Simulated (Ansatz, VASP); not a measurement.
**Cd in VASP and in Ansatz**

```
Cd
1.0
     2.80525    0.00000    0.00000
    -1.40262    2.42942    0.00000
     0.00000    0.00000    5.48790
Cd
2
Direct
  0.33333 0.66667 0.25000
  0.66667 0.33333 0.75000
```

Alike in both runs: task single point; functional PBEsol; k mesh 20 × 20 × 9; occupations fermi-dirac, width 0.1 eV; no spin polarisation.

|  | VASP | Ansatz |
| --- | --- | --- |
| version | VASP 6.6.1 | Ansatz 0.2.0 |
| potentials or method | VASP PAW PBE potentials, release 64 (Cd), cutoff 520 eV | plane waves (420 eV) with PAW, scalar-relativistic |
| valence electrons in the cell | 24 | 40 |

```tsv
	VASP	Ansatz	Ansatz less VASP
pressure (GPa)	12.2	11.5	-0.75
traceless stress, the component that is largest in VASP (GPa)	-4.96	-4.60	+0.357
```

VASP's potentials were made for PBE, not for PBEsol, and Ansatz warns of the same on its side. VASP's potentials hold 24 valence electrons a cell and Ansatz's 40, so a difference there can come from the potentials and not from the codes.
